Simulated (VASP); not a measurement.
Si3Sn, 4 atoms in the cell. Symmetry: P-6m2, No. 187, hexagonal system. Conventional cell: a = 3.569 Å, b = 3.569 Å, c = 7.139 Å, α = 90.00°, β = 90.00°, γ = 120.00°. Si (site symmetry 3m) has 4 Si at 2.49 to 2.79 Å and 3 Sn at 3.00 Å within 3.3 Å. Within 3.3 Å of Si (site symmetry -6m2) lie 6 Si at 2.49 Å. Sn (site symmetry -6m2) has 8 Si at 3.00 to 3.57 Å and 6 Sn at 3.57 Å within 3.9 Å. 

```yaml
Program: VASP 6.6.1
Task: single point
Functional: PBE
Potentials_or_basis: VASP PAW PBE potentials, release 64 (Si, Sn_d)
Cutoff: 520 eV
k_mesh: 18 × 18 × 8
Occupations: gaussian, width 0.1 eV
Spin: no spin polarisation
Dipole_correction: no
Further_INCAR_settings: ALGO = Normal; EDIFF = 1e-06; NBANDS = 21
```

Potentials or basis: VASP PAW PBE potentials, release 64 (Si, Sn_d).

The run is started by

```bash
$ cat potpaw_PBE.64/Si/POTCAR potpaw_PBE.64/Sn_d/POTCAR > POTCAR
$ mpirun -np 1 vasp_std > vasp.out
```

Hardware: 1 thread of AMD EPYC 7R43 64-Core Processor (Zen 3), with other jobs on the host.

Q: How long does it take, and how much memory?

A: It took 3 min on 1 thread of AMD EPYC 7R43 64-Core Processor (Zen 3), on a shared host, peak memory 0.35 GiB. Counts: scf iterations 12, k points 185.
